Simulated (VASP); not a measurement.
Runs of VASP 6.6.1 on C. The structure is that of space group R-3m (No. 166), or close to it. The cells are those of the table. 

```csv
cell,gap on the mesh (eV),pressure (GPa),largest force (eV/Å)
"a = 3.486 Å, angles 42.5°, 2 atoms",0.83,-19.6,0.78
"a = 3.822 Å, angles 36.3°, 2 atoms",0.51,30.4,0.91
"a = 3.356 Å, angles 45.5°, 2 atoms",0.39,(a),0.65
"a = 3.560 Å, angles 40.9°, 2 atoms",0.90,(b),0.83
"a = 4.193 Å, angles 31.1°, 2 atoms",0.21,91.1,0.84
```

Alike in all rows: task single point; level PBEsol; potentials or basis VASP PAW PBE potentials, release 64 (C); no spin polarisation; k mesh 15 × 15 × 15; cutoff (eV) 520; smearing gaussian 0.05 eV.

Q: Estimate the missing entries.

A: (a) -36.7; (b) -9.1.

Caveats: the PAW data sets were made with another functional, which shifts forces and pressure a little.

A k mesh can miss the band edges.
